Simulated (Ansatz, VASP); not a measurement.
**Two plane-wave programs on ZnSe**

Contents of INCAR:

```
SYSTEM = ZnSe
PREC = Accurate ; ENCUT = 520
EDIFF = 1E-7 ; ISMEAR = -1
SIGMA = 0.1 ; LREAL = .False.
LASPH = .True. ; NELM = 80
ALGO = Normal ; ISIF = 2
LWAVE = .False. ; LCHARG = .False.
GGA = PE ; NBANDS = 16
```

The input KPOINTS:

```
regular mesh
0
Gamma
  11 11 11
  0 0 0
```

File POSCAR:

```
ZnSe
1.0
    0.0000000000      2.3484696049      2.3484696049
    2.3484696049      0.0000000000      2.3484696049
    2.3484696049      2.3484696049      0.0000000000
Zn Se
1 1
Direct
    0.0000000000      0.0000000000      0.0000000000
    0.2500000000      0.2500000000      0.2500000000
```

Input for Ansatz:

```yaml
crystal:
  lattice:
    - [0.0, 2.3484696049, 2.3484696049]
    - [2.3484696049, 0.0, 2.3484696049]
    - [2.3484696049, 2.3484696049, 0.0]
  atoms:
    - { symbol: Zn, position: [0.0, 0.0, 0.0] }
    - { symbol: Se, position: [0.25, 0.25, 0.25] }
kpoints:
  mp_grid: { grid: [11, 11, 11] }
  band_path:
    path:
      - [0.0, 0.0, 0.0]
      - [-0.5, -0.5, 0.0]
      - [-0.375, -0.375, 0.25]
      - [-0.375, 0.0, 0.375]
      - [0.0, 0.0, 0.0]
      - [0.0, 0.0, 0.5]
      - [-0.5, -0.25, 0.25]
      - [-0.5, -0.5, 0.0]
    npoints: 8
scf:
  occupations: { method: fermi_dirac, width: 0.1 }
hamiltonian:
  xc: pbe
  pseudopotentials: { kind: paw }
output:
  forces: true
  stress: true
  eigenvalues: true
  populations: true
  dos: { projected: true, de: 0.2, e_range: [-14, 8] }
```

Change from the starting cell: volume scaled by 0.55, PAW files.

Alike in both runs: task single point; functional PBE; k mesh 11 × 11 × 11; occupations fermi-dirac, width 0.1 eV; no spin polarisation.

|  | VASP | Ansatz |
| --- | --- | --- |
| version | VASP 6.6.1 | Ansatz 0.2.0 |
| potentials or method | VASP PAW PBE potentials, release 64 (Zn, Se) | PAW with Ansatz's default frozen-core files, scalar-relativistic |
| plane-wave cutoff (eV) | 520 | 420 |
| valence electrons in the cell | 18 | 28 |

Ansatz gave:

```
pressure (GPa) : 130.9
```

Problem. Estimate VASP's values.

Solution. Pressure (GPa): 133.0.

Both programs put the cell under a high pressure, so it lies far from rest at this level. With one functional, cell and mesh, what is left measures potentials, basis and numerics. VASP's potentials hold 18 valence electrons a cell and Ansatz's 28, so a difference there can come from the potentials and not from the codes.

Noted on VASP's run: the cell as given lies far from equilibrium.
